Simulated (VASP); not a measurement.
Write the native input for VASP 6.6.1 that does the following.

```
Task                   : single point
Functional             : PBE
Potentials or basis    : VASP PAW PBE potentials, release 64 (B, N)
Cutoff                 : 600 eV
k mesh                 : 6 × 6 × 6
Occupations            : gaussian, width 0.01 eV
Spin                   : no spin polarisation
Dipole correction      : no
Further INCAR settings : ALGO = Normal; EDIFF = 1e-06; NBANDS = 11
```

The structure of BN lies in POSCAR:

```
BN
1.0
    1.2708124792      0.7337039269      3.4926853801
   -1.2708124792      0.7337039269      3.4926853801
    0.0000000000     -1.4674078539      3.4926853801
B N
1 1
Direct
    0.9996208157      0.9996208157      0.9996208157
    0.3328121843      0.3328121843      0.3328121843
```

This cell differs from its parent crystal: volume changed by +5%.

The input as run:

INCAR

```
  PREC = Accurate
  ENCUT = 600
  EDIFF = 1E-6
  ISMEAR = 0
  SIGMA = 0.01
  LREAL = False
  LASPH = True
  NELM = 120
  ALGO = Normal
  ISIF = 2
  LWAVE = False
  LCHARG = True
  GGA = PE
  LELF = True
  LVHAR = True
  NBANDS = 11
  GGA_COMPAT = False
```

KPOINTS

```
regular mesh
0
Gamma
  6 6 6
```

Potentials or basis: VASP PAW PBE potentials, release 64 (B, N).

The run is started by

```bash
$ cat potpaw_PBE.64/B/POTCAR potpaw_PBE.64/N/POTCAR > POTCAR
$ mpirun -np 1 vasp_std > vasp.out
```

Results of the run:

- Pressure: -7.1 GPa
- Band gap on the k mesh: 4.25 eV, indirect (least direct gap 4.57 eV)

Caveat: the k points lie up to 0.49 Å⁻¹ apart.

It took 11 s on 1 thread of AMD EPYC 9R14 (Zen 4), on a shared host, peak memory 0.13 GiB.
